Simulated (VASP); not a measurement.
W, 1 atom in the cell. The structure is cubic, space group Im-3m (No. 229). Conventional cell: a = 3.256 Å, b = 3.256 Å, c = 3.256 Å, α = 90.00°, β = 90.00°, γ = 90.00°. Within 3.7 Å of W (site symmetry m-3m) lie 14 W at 2.82 to 3.26 Å.  This cell differs from its parent crystal: volume scaled by 1.10.

```yaml
Program: VASP 6.6.1
Task: single point
Functional: PBEsol
Potentials_or_basis: VASP PAW PBE potentials, release 64 (W_sv)
Cutoff: 520 eV
k_mesh: 18 × 18 × 18
Occupations: gaussian, width 0.1 eV
Spin: no spin polarisation
Dipole_correction: no
Further_INCAR_settings: ALGO = Normal; EDIFF = 1e-07; NBANDS = 13
```

Potentials or basis: VASP PAW PBE potentials, release 64 (W_sv).

The run is started by

```sh
$ cat potpaw_PBE.64/W_sv/POTCAR > POTCAR
$ mpirun -np 1 vasp_std > vasp.out
```

Hardware: 1 thread of Intel Xeon 6975P-C (shared host).

**Question.** Estimate the wall time of this run.

**Answer.** Run time: 24 s on 1 thread of Intel Xeon 6975P-C (shared host), peak memory 0.17 GiB. Counts: scf iterations 13, k points 195.
